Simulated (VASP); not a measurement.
Wanted: the native input for a VASP 6.6.1 run.

```yaml
Task: single point
Functional: PBE
Potentials_or_basis: VASP PAW PBE potentials, release 64 (Li_sv, Tm_3, H), 4f in core
Cutoff: 750 eV
k_mesh: 4 × 4 × 4
Occupations: gaussian, width 0.15 eV
Spin: no spin polarisation
Dipole_correction: no
Further_INCAR_settings: ALGO = Normal; EDIFF = 1e-06; NBANDS = 17
```

The structure of LiTmH4 lies in POSCAR:

```
LiTmH4
1.0
   -1.9295485563      1.9295485563      5.1202831778
    1.9295485563     -1.9295485563      5.1202831778
    1.9295485563      1.9295485563     -5.1202831778
Li Tm H
1 1 4
Direct
    0.0000000000      0.0000000000      0.0000000000
    0.5000000000      0.5000000000      0.0000000000
    0.3951235566      0.8951235566      0.5000000000
    0.8951235566      0.3951235566      0.5000000000
    0.6048764434      0.1048764434      0.5000000000
    0.1048764434      0.6048764434      0.5000000000
```

The cell was generated, and may not be a known phase.

One way to write it, as run:

INCAR

```
SYSTEM = LiTmH4
PREC = Accurate
ENCUT = 750
EDIFF = 1E-6
ISMEAR = 0
SIGMA = 0.15
LREAL = .False.
LASPH = .True.
NELM = 200
ALGO = Normal
ISIF = 2
LWAVE = .False.
LCHARG = .True.
GGA = PE
LELF = .True.
LVHAR = .True.
NBANDS = 17
GGA_COMPAT = .False.
LMAXMIX = 6
```

KPOINTS

```
regular mesh
0
Gamma
  4 4 4
  0 0 0
```

Potentials or basis: VASP PAW PBE potentials, release 64 (Li_sv, Tm_3, H), 4f in core.

Command:

```console
$ cat potpaw_PBE.64/Li_sv/POTCAR potpaw_PBE.64/Tm_3/POTCAR potpaw_PBE.64/H/POTCAR > POTCAR
$ mpirun -np 1 vasp_std > vasp.out
```

Results of the run:

The pressure is 0.4 GPa and the largest force is 0.026 eV/Å. The band gap on the k mesh is zero (bands 8 and 9 overlap by 1.06 eV).

Caveat: the k points lie up to 0.43 Å⁻¹ apart, too coarse for converged energies and pressures of a metal; spin-orbit coupling is left out, which moves the levels of the heavy elements; the 4f electrons are frozen in the core, so they carry no moment and show no levels.

Run time: 82 s on 1 thread of Intel Xeon 8259CL (shared host), peak memory 0.4 GiB.
